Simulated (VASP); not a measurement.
# CaPt4S8 (P3m1) in VASP: single point with PBE+D3(BJ)

Aim: the single point of CaPt4S8 with PBE+D3(BJ).

Everything below comes from runs of VASP 6.6.1. Logs are shortened: lines on timing, memory, paths and dates and some standing lists are left out, and cuts for length are marked.

## (1) The cell of the first run

The structure is trigonal, space group P3m1 (No. 156). Conventional cell: a = 7.177 Å, b = 7.177 Å, c = 6.464 Å, α = 90.00°, β = 90.00°, γ = 120.00°. Pt (site symmetry m) has 6 S at 2.38 to 2.46 Å within 3.1 Å. Within 3.2 Å of Pt (site symmetry 3m) lie 6 S at 2.39 to 2.42 Å. Within 3.2 Å of S (site symmetry 3m) lie 3 Pt at 2.41 Å and 1 Ca at 2.63 Å and 3 S at 3.18 Å. Within 3.3 Å of S (site symmetry m) lie 3 Pt at 2.41 to 2.42 Å and 3 S at 3.24 to 3.28 Å. Within 3.3 Å of S (site symmetry m) lie 3 Pt at 2.39 to 2.46 Å and 1 Ca at 2.63 Å and 3 S at 3.18 to 3.24 Å. S (site symmetry 3m) has 3 Pt at 2.38 Å within 3.1 Å. Within 3.5 Å of Ca (site symmetry 3m) lie 4 S at 2.63 Å and 3 Pt at 3.45 Å.

## (2) Single point, PBE+D3(BJ)

Contents of INCAR:

```
PREC = Accurate
ENCUT = 520
EDIFF = 1E-6
ISMEAR = 0
SIGMA = 0.1
LREAL = False
LASPH = True
NELM = 80
ALGO = Normal
ISIF = 2
LWAVE = False
LCHARG = True
GGA = PE
IVDW = 12
LELF = True
LVHAR = True
NBANDS = 61
```

Contents of KPOINTS:

```
Automatic mesh
0
Gamma
  6 6 6
```

Contents of POSCAR:

```
CaPt4S8
1.0
    7.1771932859      0.0000000000      0.0000000000
   -3.5885966430      6.2156317134      0.0000000000
    0.0000000000      0.0000000000      6.4644905174
Pt S Ca
4 8 1
Direct
    0.5095700166      0.5047850083      0.0073716994
    0.5000000000      0.0000000000      0.0268322612
   -0.0047850083      0.5047850083      0.0073716994
   -0.0047850083     -0.0095700166      0.0073716994
    0.1666666667      0.3333333333      0.1816583291
    0.1606878067      0.8303439034      0.2098239510
    0.6696560966      0.3393121933      0.2098239510
    0.6696560966      0.8303439034      0.2098239510
    0.3403744479      0.1596255521      0.8207972782
    0.3403744479      0.6807488957      0.8207972782
    0.8192511043      0.1596255521      0.8207972782
    0.8333333333      0.6666666667      0.8111025797
    0.1666666667      0.3333333333      0.5886502661
```

Potentials or basis: VASP PAW PBE potentials, release 64 (Pt, S, Ca_sv).

Started as:

```sh
$ cat potpaw_PBE.64/Pt/POTCAR potpaw_PBE.64/S/POTCAR potpaw_PBE.64/Ca_sv/POTCAR > POTCAR
$ mpirun -np 1 vasp_std > vasp.out
```

OUTCAR:

```text
PREC = Accurate
   ENCUT = 520
   EDIFF = 1E-6
   ISMEAR = 0
   LREAL = False
   LASPH = True
   NELM = 80
   ISIF = 2
   GGA = PE
   IVDW = 12
 IVDW          = 12

 ion  position               nearest neighbor table
   1  0.510  0.505  0.007-  12 2.38   7 2.41   8 2.41   5 2.41  10 2.46   9 2.46   4 3.49   3 3.49

   2  0.500  0.000  0.027-   9 2.39  10 2.39  11 2.39   8 2.42   7 2.42   6 2.42
   3  0.995  0.505  0.007-  12 2.38   6 2.41   7 2.41   5 2.41  11 2.46  10 2.46   4 3.49   1 3.49

   4  0.995  0.990  0.007-  12 2.38   6 2.41   8 2.41   5 2.41  11 2.46   9 2.46   1 3.49   3 3.49

   5  0.167  0.333  0.182-   4 2.41   1 2.41   3 2.41  13 2.63
   6  0.161  0.830  0.210-   4 2.41   3 2.41   2 2.42
   7  0.670  0.339  0.210-   1 2.41   3 2.41   2 2.42
   8  0.670  0.830  0.210-   1 2.41   4 2.41   2 2.42
   9  0.340  0.160  0.821-   2 2.39   1 2.46   4 2.46  13 2.63
  10  0.340  0.681  0.821-   2 2.39   1 2.46   3 2.46  13 2.63
  11  0.819  0.160  0.821-   2 2.39   4 2.46   3 2.46  13 2.63
  12  0.833  0.667  0.811-   4 2.38   1 2.38   3 2.38
  13  0.167  0.333  0.589-  10 2.63  11 2.63   9 2.63   5 2.63

  LATTYP: Found a hexagonal cell.
 ALAT       =     7.1771932859
 C/A-ratio  =     0.9006989585

  Lattice vectors:

 A1 = (   7.1771932859,   0.0000000000,   0.0000000000)
 A2 = (  -3.5885966430,   6.2156317134,   0.0000000000)
 A3 = (   0.0000000000,   0.0000000000,   6.4644905174)

Analysis of symmetry for initial positions (statically):
=====================================================================
 Subroutine PRICEL returns:
 Original cell was already a primitive cell.

 Routine SETGRP: Setting up the symmetry group for a
 hexagonal supercell.

 Subroutine GETGRP returns: Found  6 space group operations
 (whereof  2 operations were pure point group operations)
 out of a pool of 24 trial point group operations.

The static configuration has the point symmetry C_1h.
 The point group associated with its full space group is C_3v.

Analysis of symmetry for dynamics (positions and initial velocities):
=====================================================================
 Subroutine PRICEL returns:
 Original cell was already a primitive cell.

 Routine SETGRP: Setting up the symmetry group for a
 hexagonal supercell.

 Subroutine GETGRP returns: Found  6 space group operations
 (whereof  2 operations were pure point group operations)
 out of a pool of 24 trial point group operations.

The dynamic configuration has the point symmetry C_1h.
 The point group associated with its full space group is C_3v.

 Subroutine INISYM returns: Found  6 space group operations
 (whereof  2 operations are pure point group operations),
 and found     1 'primitive' translations

----------------------------------------------------------------------------------------

                                     Primitive cell

  volume of cell :     288.3860

  direct lattice vectors                    reciprocal lattice vectors
     7.177193286  0.000000000  0.000000000     0.139330231  0.080442347  0.000000000
    -3.588596643  6.215631713  0.000000000     0.000000000  0.160884693  0.000000000
     0.000000000  0.000000000  6.464490517     0.000000000  0.000000000  0.154691232

  length of vectors
     7.177193286  7.177193286  6.464490517     0.160884693  0.160884693  0.154691232

  position of ions in fractional coordinates (direct lattice)
     0.509570017  0.504785008  0.007371699
     0.500000000  0.000000000  0.026832261
     0.995214992  0.504785008  0.007371699
     0.995214992  0.990429983  0.007371699
     0.166666667  0.333333333  0.181658329
     0.160687807  0.830343903  0.209823951
     0.669656097  0.339312193  0.209823951
     0.669656097  0.830343903  0.209823951
     0.340374448  0.159625552  0.820797278
     0.340374448  0.680748896  0.820797278
     0.819251104  0.159625552  0.820797278
     0.833333333  0.666666667  0.811102580
     0.166666667  0.333333333  0.588650266

  ion indices of the primitive-cell ions
   primitive index   ion index
                 1           1
                 2           2
                 3           3
                 4           4
                 5           5
                 6           6
                 7           7
                 8           8
                 9           9
                10          10
                11          11
                12          12
                13          13

----------------------------------------------------------------------------------------

 KPOINTS: Automatic mesh

Automatic generation of k-mesh.
 Grid dimensions read from file:
 generate k-points for:    6    6    6

 Generating k-lattice:

  Cartesian coordinates                     Fractional coordinates (reciprocal lattice)
     0.023221705  0.013407058  0.000000000     0.166666667  0.000000000  0.000000000
     0.000000000  0.026814115  0.000000000     0.000000000  0.166666667  0.000000000
     0.000000000  0.000000000  0.025781872     0.000000000  0.000000000  0.166666667

  Length of vectors
     0.026814115  0.026814115  0.025781872

  Shift w.r.t. Gamma in fractional coordinates (k-lattice)
     0.000000000  0.000000000  0.000000000

 Subroutine IBZKPT returns following result:
 ===========================================

 Found     34 irreducible k-points:

 Following reciprocal coordinates:
            Coordinates               Weight
  0.000000  0.000000  0.000000      1.000000
  0.166667 -0.000000  0.000000      6.000000
  0.333333 -0.000000  0.000000      6.000000
  0.500000 -0.000000  0.000000      3.000000
  0.166667  0.166667  0.000000      6.000000
  0.333333  0.166667  0.000000     12.000000
[... 16 lines left out ...]
  0.500000 -0.000000  0.333333      6.000000
  0.166667  0.166667  0.333333     12.000000
 [... further k-points ...]
   k-points           NKPTS =     34   k-points in BZ     NKDIM =     34   number of bands    NBANDS=     61
   number of dos      NEDOS =    301   number of ions     NIONS =     13
   total plane-waves  NPLWV = 139968
   dimension x,y,z NGX =    54 NGY =   54 NGZ =   48
   dimension x,y,z NGXF=   108 NGYF=  108 NGZF=   96
   ions per type =               4   8   1
   NGX,Y,Z   is equivalent  to a cutoff of  12.51, 12.51, 12.34 a.u.
   NGXF,Y,Z  is equivalent  to a cutoff of  25.02, 25.02, 24.69 a.u.
 SYSTEM =  unknown system
   PREC   = accura    normal or accurate (medium, high low for compatibility)
   ISTART =      0    job   : 0-new  1-cont  2-samecut
   ICHARG =      2    charge: 1-file 2-atom 10-const
   ISPIN  =      1    spin polarized calculation?
   LNONCOLLINEAR =      F non collinear calculations
   LSORBIT =      F    spin-orbit coupling
   LASPH  =      T    aspherical Exc in radial PAW
   ENCUT  =  520.0 eV  38.22 Ry    6.18 a.u.  13.34 13.34 12.02*2*pi/ulx,y,z
   NELM   =     80;   NELMIN=  2; NELMDL= -5     # of ELM steps
   EDIFF  = 0.1E-05   stopping-criterion for ELM
   LREAL  =      F    real-space projection
[... 7 lines left out ...]
   TEBEG  =    0.0;   TEEND  =   0.0 temperature during run
   PSTRESS=    0.0 pullay stress
   NELECT =      98.0000    total number of electrons
   NUPDOWN=      -1.0000    fix difference up-down
   EMIN   =  10.00;   EMAX   =-10.00  energy-range for DOS
   EFERMI =   0.00;   METHOD = LEGACY
   ISMEAR =     0;   SIGMA  =   0.10  broadening in eV -4-tet -1-fermi 0-gaus
   EFERMI_NEDOS =   21; number of points for ismear=-14 and -15
   IALGO  =     38    algorithm
   IMIX   =      4    mixing-type and parameters
     AMIX     =   0.40;   BMIX     =  1.00
     AMIX_MAG =   1.60;   BMIX_MAG =  1.00
  volume/ion in A,a.u.               =      22.18       149.70
  Fermi-wavevector in a.u.,A,eV,Ry     =   1.142419  2.158859 17.757254  1.305121
  Thomas-Fermi vector in A             =   2.279117
   LORBIT       =      0    0 simple, 1 ext, 2 COOP (PROOUT), +10 PAW based schemes
   GGA     = PE    functional components
   LHFCALC =     F    Hartree Fock is set to
   AEXX    =    0.0000 exact exchange contribution
   IVDW    =    12    specifies the selected vdW correction
   LEPSILON=     F    determine dielectric tensor
   LRPA    =     F    only Hartree local field effects (RPA)
 non-spin polarized calculation
 Gauss-broadening in eV      SIGMA  =   0.10
  energy-cutoff  :      520.00
  volume of cell :      288.39
 maximum number of plane-waves:      7824
 NGX is ok and might be reduce to    54
   NGX = 27   NGY = 27   NGZ = 25

 number of electron      98.0000003 magnetization

 Free energy of the ion-electron system (eV)
  ---------------------------------------------------
  ext. energy  EPLUGINS =         0.00000000
  ---------------------------------------------------
  free energy    TOTEN  =       -65.21859653 eV

  energy without entropy =      -65.17075214  energy(sigma->0) =      -65.19467433

 E-fermi :   5.5674     XC(G=0):  -9.4113

 val. band max:        5.5656571963   @ k =  -0.1667   0.5000   0.3333
 cond. band min:       5.5696673029   @ k =   0.3333   0.3333   0.0000
 fundamental gap:      0.0040101066
 Fermi energy:         5.5674094564

 k-point     1 :       0.0000    0.0000    0.0000
  band No.  band energies     occupation
      1     -36.0297      2.00000
      2     -17.1242      2.00000
      3     -17.1239      2.00000
      4     -17.1239      2.00000
      5     -10.0682      2.00000
      6      -8.5296      2.00000
[... 53 lines left out ...]
     60       8.7564      0.00000
     61       9.0042      0.00000

 k-point     2 :       0.1667   -0.0000    0.0000
  band No.  band energies     occupation
      1     -36.0297      2.00000
      2     -17.1242      2.00000
      3     -17.1239      2.00000
      4     -17.1239      2.00000
      5      -9.9863      2.00000
      6      -8.6481      2.00000
[... 1406 lines left out ...]
      5      -9.7769      2.00000
      6      -8.7667      2.00000
[... 53 lines left out ...]
     60       8.7935      0.00000
     61       8.9428      0.00000

 [... further k-points ...]

------------------------ aborting loop because EDIFF is reached ----------------------------------------

 Edisp (eV)   -4.62442

 E8    (eV) :    -1.8988

  FORCE on cell =-STRESS in cart. coord.  units (eV):
  Direction    XX          YY          ZZ          XY          YZ          ZX
  --------------------------------------------------------------------------------------
  -------------------------------------------------------------------------------------
  Total      -0.39333    -0.39333    -0.09966     0.00000     0.00000    -0.00000
  in kB      -2.18521    -2.18521    -0.55368     0.00000     0.00000    -0.00000
  external pressure =       -1.64 kB  Pullay stress =        0.00 kB

 VOLUME and BASIS-vectors are now :
 -----------------------------------------------------------------------------
  energy-cutoff  :      520.00
  volume of cell :      288.39
      direct lattice vectors                 reciprocal lattice vectors
     7.177193286  0.000000000  0.000000000     0.139330231  0.080442347  0.000000000
    -3.588596643  6.215631713  0.000000000     0.000000000  0.160884693  0.000000000
     0.000000000  0.000000000  6.464490517     0.000000000  0.000000000  0.154691232

 POSITION                                       TOTAL-FORCE (eV/Angst)
 -----------------------------------------------------------------------------------
      1.84581      3.13756      0.04765         0.022045      0.012728     -0.004632
      3.58860      0.00000      0.17346         0.000000     -0.000000     -0.009944
      5.33138      3.13756      0.04765        -0.022045      0.012728     -0.004632
      3.58860      6.15615      0.04765         0.000000     -0.025455     -0.004632
      0.00000      2.07188      1.17433         0.000000     -0.000000     -0.042414
     -1.82648      5.16111      1.35640         0.002926      0.001689     -0.019547
      3.58860      2.10904      1.35640         0.000000     -0.003378     -0.019547
      1.82648      5.16111      1.35640        -0.002926      0.001689     -0.019547
      1.87010      0.99217      5.30604         0.016132     -0.009314      0.035697
      0.00000      4.23128      5.30604        -0.000000      0.018628      0.035697
      5.30709      0.99217      5.30604        -0.016132     -0.009314      0.035697
      3.58860      4.14375      5.24336         0.000000     -0.000000      0.025278
      0.00000      2.07188      3.80532         0.000000     -0.000000     -0.007472
 -----------------------------------------------------------------------------------
    total drift:                                0.000001     -0.000000     -0.000405

  FREE ENERGIE OF THE ION-ELECTRON SYSTEM (eV)
  ---------------------------------------------------
  free  energy   TOTEN  =       -69.8430157931 eV

  energy  without entropy=      -69.7951714063  energy(sigma->0) =      -69.81909360
```

Wall time 14 min (1 thread of Intel Xeon Platinum 8488C (Sapphire Rapids), shared host); peak memory 0.7 GiB.

What came out:

```yaml
Free_energy: -69.8430 eV
Pressure: -0.2 GPa
Largest_force: 0.042 eV/Å
Band_gap_on_the_k_mesh: zero (bands 49 and 50 overlap by 0.98 eV)
Dispersion_energy_per_atom: -0.356 eV
```

Forces on the atoms (eV/Å):
```
Pt   0.022  0.013 -0.005
Pt   0.000  0.000 -0.010
Pt  -0.022  0.013 -0.005
Pt   0.000 -0.025 -0.005
S    0.000  0.000 -0.042
S    0.003  0.002 -0.020
S    0.000 -0.003 -0.020
S   -0.003  0.002 -0.020
S    0.016 -0.009  0.036
S    0.000  0.019  0.036
S   -0.016 -0.009  0.036
S    0.000  0.000  0.025
Ca   0.000  0.000 -0.007
```

Levels at points of the mesh, in eV from the Fermi level:
```tsv
k point	band 45	band 46	band 47	band 48	band 49	band 50	band 51	band 52	band 53	band 54
(0.00, 0.00, 0.00)	-2.75	-2.28	-2.10	-2.10	0.77	0.77	0.81	0.81	0.82	1.07
(0.50, 0.00, 0.00)	-2.08	-2.01	-1.93	-1.85	-0.24	-0.22	-0.07	0.15	0.49	0.63
(0.00, 0.00, 0.50)	-3.11	-2.46	-2.08	-2.08	0.76	0.76	0.96	1.02	1.02	1.03
(0.50, 0.00, 0.50)	-2.09	-2.01	-1.99	-1.87	-0.39	-0.05	0.13	0.18	0.53	0.72
```

Caveat: spin-orbit coupling is left out, which moves the levels of the heavy elements.
